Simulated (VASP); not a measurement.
# Zr (Im-3m) in VASP: a series of runs

Zr is run at these levels: LDA, PBEsol; tasks: single point.

All numbers are computed with VASP 6.6.1; they aren't measurements. Logs are shortened: lines on timing, memory, paths and dates and some standing lists are left out, and cuts for length are marked.

## 1. The cell of the first run

The structure is cubic, space group Im-3m (No. 229). The conventional cell has a = 3.620 Å, b = 3.620 Å, c = 3.620 Å, α = 90.00°, β = 90.00°, γ = 90.00°. Within 4.1 Å of Zr (site symmetry m-3m) lie 14 Zr at 3.14 to 3.62 Å.

This isn't the form of Zr at room conditions, which is hcp.

## 2. Single point, LDA, collinear spin, zero start

File INCAR:

```
PREC     = Accurate       # precision mode
ENCUT    = 500            # plane-wave cutoff, eV
EDIFF    = 1E-6           # SCF threshold, eV
ISMEAR   = 1              # smearing method
SIGMA    = 0.15           # smearing width, eV
LREAL    = False          # projectors in reciprocal space
LASPH    = True           # aspherical terms in the spheres
NELM     = 200            # most SCF steps
ALGO     = Normal         # electronic algorithm
ISIF     = 2              # what is computed and relaxed
LWAVE    = False          # write WAVECAR
LCHARG   = False          # write CHGCAR
ISPIN    = 2              # spin polarisation
MAGMOM   = 0              # initial moments
LORBIT   = 11             # projections on sites
LMAXMIX  = 4              # l up to which the mixer works
GGA      = CA             # functional
NBANDS   = 16             # bands
GGA_COMPAT= False
```

File KPOINTS:

```
Automatic mesh
0
Gamma
  10 10 10
```

File POSCAR:

```
Zr
1.0
   -1.8100000000      1.8100000000      1.8100000000
    1.8100000000     -1.8100000000      1.8100000000
    1.8100000000      1.8100000000     -1.8100000000
Zr
1
Direct
    0.0000000000      0.0000000000      0.0000000000
```

Potentials or basis: VASP PAW LDA potentials, release 64 (Zr_sv).

Run with:

```sh
> cat potpaw_LDA.64/Zr_sv/POTCAR > POTCAR
> mpirun -np 1 vasp_std > vasp.out
```

OUTCAR:

```text
PREC = Accurate
   ENCUT = 500
   EDIFF = 1E-6
   ISMEAR = 1
   LREAL = False
   LASPH = True
   NELM = 200
   ISIF = 2
   ISPIN = 2
   LORBIT = 11
   GGA = CA

 ion  position               nearest neighbor table
   1  0.000  0.000  0.000-

  LATTYP: Found a body centered cubic cell.
 ALAT       =     3.6200000000

  Lattice vectors:

 A1 = (  -1.8100000000,   1.8100000000,   1.8100000000)
 A2 = (   1.8100000000,  -1.8100000000,   1.8100000000)
 A3 = (   1.8100000000,   1.8100000000,  -1.8100000000)

Analysis of symmetry for initial positions (statically):
=====================================================================
 Subroutine PRICEL returns:
 Original cell was already a primitive cell.

 Routine SETGRP: Setting up the symmetry group for a
 body centered cubic supercell.

 Subroutine GETGRP returns: Found 48 space group operations
 (whereof 48 operations were pure point group operations)
 out of a pool of 48 trial point group operations.

The static configuration has the point symmetry O_h .

Analysis of symmetry for dynamics (positions and initial velocities):
=====================================================================
 Subroutine PRICEL returns:
 Original cell was already a primitive cell.

 Routine SETGRP: Setting up the symmetry group for a
 body centered cubic supercell.

 Subroutine GETGRP returns: Found 48 space group operations
 (whereof 48 operations were pure point group operations)
 out of a pool of 48 trial point group operations.

The dynamic configuration has the point symmetry O_h .

Analysis of structural, dynamic, and magnetic symmetry:
=====================================================================
 Subroutine PRICEL returns:
 Original cell was already a primitive cell.

 Routine SETGRP: Setting up the symmetry group for a
 body centered cubic supercell.

 Subroutine GETGRP returns: Found 48 space group operations
 (whereof 48 operations were pure point group operations)
 out of a pool of 48 trial point group operations.

The overall configuration has the point symmetry O_h .

 Subroutine INISYM returns: Found 48 space group operations
 (whereof 48 operations are pure point group operations),
 and found     1 'primitive' translations

----------------------------------------------------------------------------------------

                                     Primitive cell

  volume of cell :      23.7190

  direct lattice vectors                    reciprocal lattice vectors
    -1.810000000  1.810000000  1.810000000     0.000000000  0.276243094  0.276243094
[... 103 lines left out ...]
     AMIX     =   0.40;   BMIX     =  1.00
     AMIX_MAG =   1.60;   BMIX_MAG =  1.00
  volume/ion in A,a.u.               =      23.72       160.06
  Fermi-wavevector in a.u.,A,eV,Ry     =   1.304478  2.465105 23.152520  1.701662
  Thomas-Fermi vector in A             =   2.435411
   LORBIT       =     11    0 simple, 1 ext, 2 COOP (PROOUT), +10 PAW based schemes
   GGA     = CA    functional components
   LHFCALC =     F    Hartree Fock is set to
   AEXX    =    0.0000 exact exchange contribution
   IVDW    =     0    specifies the selected vdW correction
   LEPSILON=     F    determine dielectric tensor
   LRPA    =     F    only Hartree local field effects (RPA)
 spin polarized calculation
 Methfessel and Paxton  Order N= 1 SIGMA  =   0.15
  energy-cutoff  :      500.00
  volume of cell :       23.72
 maximum number of plane-waves:       618
   NGX = 11   NGY = 11   NGZ = 11

 number of electron      12.0000000 magnetization      -0.0000037

 number of electron      12.0000000 magnetization       0.0000051

 Free energy of the ion-electron system (eV)
  ---------------------------------------------------
  ext. energy  EPLUGINS =         0.00000000
  ---------------------------------------------------
  free energy    TOTEN  =        -9.16721645 eV

  energy without entropy =       -9.16649438  energy(sigma->0) =       -9.16697576

 E-fermi :   8.3661     XC(G=0): -11.2032

 val. band max:        8.3055732232   @ k =   0.2000   0.2000   0.0000
 cond. band min:       8.3796837651   @ k =   0.2000   0.1000   0.0000
 fundamental gap:      0.0741105420
 Fermi energy:         8.3661249861

 spin component 1

 k-point     1 :       0.0000    0.0000    0.0000
  band No.  band energies     occupation
      1     -39.9348      1.00000
      2     -17.6091      1.00000
      3     -17.6091      1.00000
      4     -17.6091      1.00000
      5       2.9935      1.00000
      6       9.3841     -0.00000
[... 435 lines left out ...]
      5       5.4415      1.00000
      6       8.4632      0.06002
[... 8 lines left out ...]
     15      26.6354      0.00000
     16      28.0367      0.00000

 [... further k-points ...]

 spin component 2

 k-point     1 :       0.0000    0.0000    0.0000
  band No.  band energies     occupation
      1     -39.9349      1.00000
      2     -17.6091      1.00000
      3     -17.6091      1.00000
      4     -17.6091      1.00000
      5       2.9934      1.00000
      6       9.3841     -0.00000
[... 435 lines left out ...]
      5       5.4414      1.00000
      6       8.4632      0.06002
[... 8 lines left out ...]
     15      26.6354      0.00000
     16      28.0367      0.00000

 [... further k-points ...]

------------------------ aborting loop because EDIFF is reached ----------------------------------------

  FORCE on cell =-STRESS in cart. coord.  units (eV):
  Direction    XX          YY          ZZ          XY          YZ          ZX
  --------------------------------------------------------------------------------------
  -------------------------------------------------------------------------------------
  Total       -1.4613493     -1.4613493     -1.4613493      0.0000000      0.0000000     -0.0000000
  in kB      -98.7117624    -98.7117624    -98.7117624      0.0000000      0.0000000     -0.0000000
  external PRESSURE =     -98.7117624 kB  Pullay stress =       0.0000000 kB

 VOLUME and BASIS-vectors are now :
 -----------------------------------------------------------------------------
  energy-cutoff  :      500.00
  volume of cell :       23.72
      direct lattice vectors                 reciprocal lattice vectors
    -1.810000000  1.810000000  1.810000000     0.000000000  0.276243094  0.276243094
     1.810000000 -1.810000000  1.810000000     0.276243094  0.000000000  0.276243094
     1.810000000  1.810000000 -1.810000000     0.276243094  0.276243094  0.000000000

 POSITION                                       TOTAL-FORCE (eV/Angst)
 -----------------------------------------------------------------------------------
      0.00000      0.00000      0.00000         0.000000     -0.000000      0.000000
 -----------------------------------------------------------------------------------
    total drift:                                0.000000      0.000000      0.000000

  FREE ENERGIE OF THE ION-ELECTRON SYSTEM (eV)
  ---------------------------------------------------
  free  energy   TOTEN  =        -9.1672164501 eV

  energy  without entropy=       -9.1664943815  energy(sigma->0) =       -9.16697576

 total charge

# of ion       s       p       d       tot
------------------------------------------
    1        2.225   5.941   1.691   9.856

 magnetization (x)

# of ion       s       p       d       tot
------------------------------------------
    1       -0.000   0.000   0.000   0.000
```

OSZICAR:

```text
N       E                     dE             d eps       ncg     rms          rms(c)
DAV:   1     0.833237465142E+02    0.83324E+02   -0.63913E+03  3040   0.721E+02
DAV:   2    -0.686934079208E+01   -0.90193E+02   -0.86713E+02  3840   0.219E+02
DAV:   3    -0.950478322566E+01   -0.26354E+01   -0.26166E+01  4064   0.314E+01
DAV:   4    -0.953957064165E+01   -0.34787E-01   -0.34782E-01  3872   0.325E+00
DAV:   5    -0.954037701550E+01   -0.80637E-03   -0.80637E-03  3872   0.352E-01    0.988E+00
DAV:   6    -0.922422307732E+01    0.31615E+00   -0.24733E-01  3264   0.417E+00    0.381E+00
DAV:   7    -0.916617885276E+01    0.58044E-01   -0.11206E-01  4016   0.254E+00    0.615E-01
DAV:   8    -0.916717371291E+01   -0.99486E-03   -0.86717E-03  3672   0.842E-01    0.150E-01
DAV:   9    -0.916722479200E+01   -0.51079E-04   -0.37136E-04  4376   0.144E-01    0.195E-02
DAV:  10    -0.916721691837E+01    0.78736E-05   -0.99635E-06  3416   0.247E-02    0.101E-02
DAV:  11    -0.916721645010E+01    0.46827E-06   -0.36807E-07  2672   0.557E-03
   1 F= -.91672165E+01 E0= -.91669758E+01  d E =-.722069E-03  mag=    -0.0000
```

stdout:

```text
POSCAR found type information on POSCAR Zr
 POSCAR found :  1 types and       1 ions
 scaLAPACK will be used
 LDA part: xc-table for (Slater(with rela. corr.)+CA(PZ))
 , standard interpolation
 POSCAR, INCAR and KPOINTS ok, starting setup
 FFT: planning ... GRIDC
 FFT: planning ... GRID_SOFT
 FFT: planning ... GRID
 WAVECAR not read
 entering main loop
```

It took 8.4 s on 1 thread of Intel Xeon 6975P-C (Granite Rapids), shared host; peak memory 0.14 GiB.

What came out:

```yaml
Free_energy: -9.1672 eV
Pressure: -9.9 GPa
Band_gap_on_the_k_mesh: zero (filled and empty bands overlap)
Net_moment: 0.00 μB per cell
Valence_electrons_inside_the_program's_atomic_spheres: Zr 9.86
```

Caveat: the cell stands under tension.

## 3. Single point, PBEsol, non-collinear spin, zero start, spin-orbit coupling

File INCAR:

```
PREC     = Accurate       # precision mode
ENCUT    = 500            # plane-wave cutoff, eV
EDIFF    = 1E-6           # SCF threshold, eV
ISMEAR   = -1             # smearing method
SIGMA    = 0.025          # smearing width, eV
LREAL    = F              # projectors in reciprocal space
LASPH    = T              # aspherical terms in the spheres
NELM     = 200            # most SCF steps
ALGO     = Normal         # electronic algorithm
ISIF     = 2              # what is computed and relaxed
LWAVE    = F              # write WAVECAR
LCHARG   = T              # write CHGCAR
LNONCOLLINEAR= T              # non-collinear magnetism
MAGMOM   = 0 0 0          # initial moments
LORBIT   = 11             # projections on sites
LSORBIT  = T              # spin-orbit coupling
GGA_COMPAT= F            
LORBMOM  = T            
LMAXMIX  = 4              # l up to which the mixer works
GGA      = PS             # functional
LVHAR    = T            
NBANDS   = 23             # bands
```

File KPOINTS:

```
regular mesh
0
Gamma
  10 10 10
```

POSCAR is that of step 2.

Potentials or basis: VASP PAW PBE potentials, release 64 (Zr_sv).

Run with:

```sh
> cat potpaw_PBE.64/Zr_sv/POTCAR > POTCAR
> mpirun -np 1 vasp_ncl > vasp.out
```

It took 18 s on 1 thread of Intel Xeon 6975P-C (Granite Rapids), shared host; peak memory 0.21 GiB.

The run converged. Its results:

```
Free energy                                           : -9.0489 eV
Pressure                                              : -7.0 GPa
Net moment                                            : 0.00 μB per cell
Valence electrons inside the program's atomic spheres : Zr 9.83
```

Moments on the atoms (μB; x, y, z):
```
Zr  0.00 0.00 0.00
```

Caveat: the cell stands under tension; the PAW data sets were made with another functional, which shifts forces and pressure a little.
